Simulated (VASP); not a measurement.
# ZrB (I4/mmm) in VASP: further runs, part 3 of 3

VASP 6.6.1. Earlier steps stand in the parts before.

### 4 Single point, PBEsol (strain along c alone, the other axes held: +6.0 %)

INCAR reads:

```
SYSTEM = ZrB
  PREC = Accurate
  ENCUT = 520
  EDIFF = 1E-7
  ISMEAR = 0
  SIGMA = 0.1
  LREAL = .False.
  LASPH = .True.
  NELM = 80
  ALGO = Normal
  ISIF = 2
  LWAVE = .False.
  LCHARG = .False.
  GGA = PS
  NBANDS = 23
```

KPOINTS reads:

```
regular mesh
0
Gamma
  16 16 12
  0 0 0
```

POSCAR reads:

```
ZrB
1.0
    2.4311025527      2.4311025527      0.0000000000
   -2.4311025527      2.4311025527      0.0000000000
    0.0000000000      0.0000000000      5.1539374118
Zr B
2 2
Direct
    0.0000000000      0.0000000000      0.0000000000
    0.5000000000      0.5000000000      0.5000000000
    0.5000000000      0.5000000000      0.0000000000
    0.0000000000      0.0000000000      0.5000000000
```

Potentials or basis: VASP PAW PBE potentials, release 64 (Zr_sv, B).

Run with:

```bash
$ cat potpaw_PBE.64/Zr_sv/POTCAR potpaw_PBE.64/B/POTCAR > POTCAR
$ mpirun -np 1 vasp_std > vasp.out
```

OUTCAR:

```text
SYSTEM = ZrB
   PREC = Accurate
   ENCUT = 520
   EDIFF = 1E-7
   ISMEAR = 0
   LREAL = .False.
   LASPH = .True.
   NELM = 80
   ISIF = 2
   GGA = PS

 ion  position               nearest neighbor table
   1  0.000  0.000  0.000-   3 2.43   3 2.43   3 2.43   3 2.43   4 2.58   4 2.58   2 3.54   2 3.54
                             2 3.54   2 3.54   2 3.54   2 3.54   2 3.54   2 3.54
   2  0.500  0.500  0.500-   4 2.43   4 2.43   4 2.43   4 2.43   3 2.58   3 2.58   1 3.54   1 3.54
                             1 3.54   1 3.54   1 3.54   1 3.54   1 3.54   1 3.54
   3  0.500  0.500  0.000-   1 2.43   1 2.43   1 2.43   1 2.43   2 2.58   2 2.58
   4  0.000  0.000  0.500-   2 2.43   2 2.43   2 2.43   2 2.43   1 2.58   1 2.58

  LATTYP: Found a simple tetragonal cell.
 ALAT       =     3.4380982015
 C/A-ratio  =     1.4990663761

  Lattice vectors:

 A1 = (   2.4311025527,   2.4311025527,   0.0000000000)
 A2 = (  -2.4311025527,   2.4311025527,   0.0000000000)
 A3 = (   0.0000000000,   0.0000000000,   5.1539374118)

Analysis of symmetry for initial positions (statically):
=====================================================================
 Subroutine PRICEL returns following result:

  LATTYP: Found a body centered tetragonal cell.
 ALAT       =     3.4380982015
 C/A-ratio  =     1.4990663761

  Lattice vectors:

 A1 = (   2.4311025527,   0.0000000000,  -2.5769687059)
 A2 = (  -2.4311025527,   0.0000000000,  -2.5769687059)
 A3 = (   0.0000000000,   2.4311025527,   2.5769687059)

   2 primitive cells build up your supercell.

 Routine SETGRP: Setting up the symmetry group for a
 simple tetragonal supercell.

 Subroutine GETGRP returns: Found 16 space group operations
 (whereof 16 operations were pure point group operations)
 out of a pool of 16 trial point group operations.

The static configuration has the point symmetry D_4h.

Analysis of symmetry for dynamics (positions and initial velocities):
=====================================================================
[... 135 lines left out ...]
   EFERMI =   0.00;   METHOD = LEGACY
   ISMEAR =     0;   SIGMA  =   0.10  broadening in eV -4-tet -1-fermi 0-gaus
   EFERMI_NEDOS =   21; number of points for ismear=-14 and -15
   IALGO  =     38    algorithm
   IMIX   =      4    mixing-type and parameters
     AMIX     =   0.40;   BMIX     =  1.00
     AMIX_MAG =   1.60;   BMIX_MAG =  1.00
  volume/ion in A,a.u.               =      15.23       102.78
  Fermi-wavevector in a.u.,A,eV,Ry     =   1.292776  2.442993 22.739013  1.671270
  Thomas-Fermi vector in A             =   2.424463
   LORBIT       =      0    0 simple, 1 ext, 2 COOP (PROOUT), +10 PAW based schemes
   GGA     = PS    functional components
   LHFCALC =     F    Hartree Fock is set to
   AEXX    =    0.0000 exact exchange contribution
   IVDW    =     0    specifies the selected vdW correction
   LEPSILON=     F    determine dielectric tensor
   LRPA    =     F    only Hartree local field effects (RPA)
 non-spin polarized calculation
 Gauss-broadening in eV      SIGMA  =   0.10
  energy-cutoff  :      520.00
  volume of cell :       60.92
 maximum number of plane-waves:      1660
 NGX is ok and might be reduce to    28
   NGX = 13   NGY = 13   NGZ = 19

 number of electron      30.0000000 magnetization

 Free energy of the ion-electron system (eV)
  ---------------------------------------------------
  ext. energy  EPLUGINS =         0.00000000
  ---------------------------------------------------
  free energy    TOTEN  =       -33.64482204 eV

  energy without entropy =      -33.63118682  energy(sigma->0) =      -33.63800443

 E-fermi :   7.0365     XC(G=0): -11.4348

 val. band max:        7.0269041817   @ k =   0.1875   0.0625   0.1667
 cond. band min:       7.0371723608   @ k =   0.4375   0.3750   0.3333
 fundamental gap:      0.0102681791
 Fermi energy:         7.0365313415

 k-point     1 :       0.0000    0.0000    0.0000
  band No.  band energies     occupation
      1     -40.4579      2.00000
      2     -40.3995      2.00000
      3     -18.7665      2.00000
      4     -18.4557      2.00000
      5     -18.4557      2.00000
      6     -18.3467      2.00000
[... 613 lines left out ...]
     22      13.0409      0.00000
     23      13.1078      0.00000

 [... further k-points ...]
[... 5 lines left out ...]
  --------------------------------------------------------------------------------------
  -------------------------------------------------------------------------------------
  Total       -1.1018732     -1.1018732     -6.6330082      0.0000000     -0.0000000      0.0000000
  in kB      -28.9778733    -28.9778733   -174.4397354      0.0000000     -0.0000000      0.0000000
  external PRESSURE =     -77.4651607 kB  Pullay stress =       0.0000000 kB

 VOLUME and BASIS-vectors are now :
 -----------------------------------------------------------------------------
  energy-cutoff  :      520.00
  volume of cell :       60.92
      direct lattice vectors                 reciprocal lattice vectors
     2.431102553  2.431102553  0.000000000     0.205668000  0.205668000  0.000000000
    -2.431102553  2.431102553  0.000000000    -0.205668000  0.205668000  0.000000000
     0.000000000  0.000000000  5.153937412     0.000000000  0.000000000  0.194026415

 POSITION                                       TOTAL-FORCE (eV/Angst)
 -----------------------------------------------------------------------------------
      0.00000      0.00000      0.00000         0.000000     -0.000000     -0.000000
      0.00000      2.43110      2.57697        -0.000000      0.000000      0.000000
      0.00000      2.43110      0.00000        -0.000000      0.000000     -0.000000
      0.00000      0.00000      2.57697        -0.000000      0.000000     -0.000000
 -----------------------------------------------------------------------------------
    total drift:                               -0.000000      0.000000      0.000000

  FREE ENERGIE OF THE ION-ELECTRON SYSTEM (eV)
  ---------------------------------------------------
  free  energy   TOTEN  =       -33.6448220421 eV

  energy  without entropy=      -33.6311868249  energy(sigma->0) =      -33.63800443
```

OSZICAR:

```text
N       E                     dE             d eps       ncg     rms          rms(c)
DAV:   1     0.228992239561E+03    0.22899E+03   -0.15687E+04 14490   0.128E+03
DAV:   2    -0.209182422127E+02   -0.24991E+03   -0.24024E+03 17193   0.349E+02
DAV:   3    -0.368733060372E+02   -0.15955E+02   -0.15654E+02 26352   0.683E+01
DAV:   4    -0.373194558374E+02   -0.44615E+00   -0.44550E+00 17895   0.109E+01
DAV:   5    -0.373328530731E+02   -0.13397E-01   -0.13396E-01 22896   0.142E+00    0.233E+01
DAV:   6    -0.336703513752E+02    0.36625E+01   -0.11471E+01 16219   0.170E+01    0.816E+00
DAV:   7    -0.336541112394E+02    0.16240E-01   -0.97908E-01 23305   0.443E+00    0.325E+00
DAV:   8    -0.336445866884E+02    0.95246E-02   -0.53716E-02 16776   0.154E+00    0.767E-01
DAV:   9    -0.336446395597E+02   -0.52871E-04   -0.48550E-03 22495   0.467E-01    0.157E-01
DAV:  10    -0.336448201748E+02   -0.18062E-03   -0.41975E-04 18927   0.177E-01    0.224E-02
DAV:  11    -0.336448249399E+02   -0.47651E-05   -0.46632E-05 20890   0.441E-02    0.989E-03
DAV:  12    -0.336448219032E+02    0.30367E-05   -0.62571E-06 18983   0.199E-02    0.491E-03
DAV:  13    -0.336448220258E+02   -0.12260E-06   -0.47770E-07 18449   0.497E-03    0.389E-04
DAV:  14    -0.336448220421E+02   -0.16344E-07   -0.15231E-08 11747   0.943E-04
   1 F= -.33644822E+02 E0= -.33638004E+02  d E =-.136352E-01
```

It used 170 s of CPU time on 1 thread of Intel(R) Xeon(R) 6975P-C (Granite Rapids), on a shared host.

Results:

```
Free energy            : -33.6448 eV
Pressure               : -7.7 GPa
Band gap on the k mesh : zero (band 15 reaches 8.94 eV, above the bottom of band 16 at 5.98 eV)
```

Stress tensor (GPa, compression positive):
```
 -2.90   0.00   0.00
  0.00  -2.90   0.00
  0.00   0.00 -17.44
```

Levels at points of the mesh, in eV from the Fermi level:
```
           k point  band 12  band 13  band 14  band 15  band 16  band 17  band 18  band 19  band 20  band 21
(0.00, 0.00, 0.00)    -0.71     1.34     1.88     1.88     2.24     2.24     2.69     3.24     3.29     3.48
(0.50, 0.00, 0.00)    -2.47    -1.15    -1.15    -0.79    -0.79     3.61     3.61     5.05     5.05     5.97
(0.50, 0.50, 0.00)    -0.74    -0.64    -0.64     1.83     1.83     1.94     1.94     4.36     4.36     5.23
(0.00, 0.00, 0.50)    -1.40     0.15     0.15     1.63     1.63     1.63     1.63     3.79     3.79     5.24
(0.50, 0.00, 0.50)    -3.73    -1.20    -1.20    -1.05    -1.05     4.49     4.49     4.80     4.80     5.89
(0.50, 0.50, 0.50)    -0.88    -0.88    -0.88    -0.66    -0.66     3.85     3.85     3.85     3.85     5.76
```

Caveat: the cell differs from its parent crystal (strain along c alone, the other axes held: +6.0 %); the PAW data sets were made with another functional, which shifts forces and pressure a little.

### 5 Overview

| cell | gap on the mesh (eV) | pressure (GPa) |
| --- | --- | --- |
| a = 3.438, b = 3.438, c = 4.959 Å, 4 atoms | none | -2.9 |
| a = 3.438, b = 3.438, c = 5.057 Å, 4 atoms | none | -5.5 |
| a = 3.438, b = 3.438, c = 5.154 Å, 4 atoms | none | -7.7 |

Alike in all rows: task single point; level PBEsol; potentials or basis VASP PAW PBE potentials, release 64 (Zr_sv, B); no spin polarisation; k mesh 16 × 16 × 12; cutoff (eV) 520; smearing gaussian 0.1 eV.

Caveats: the PAW data sets were made with another functional, which shifts forces and pressure a little.

Total energies depend on the potentials used, so only differences within one code and one set of settings carry meaning.
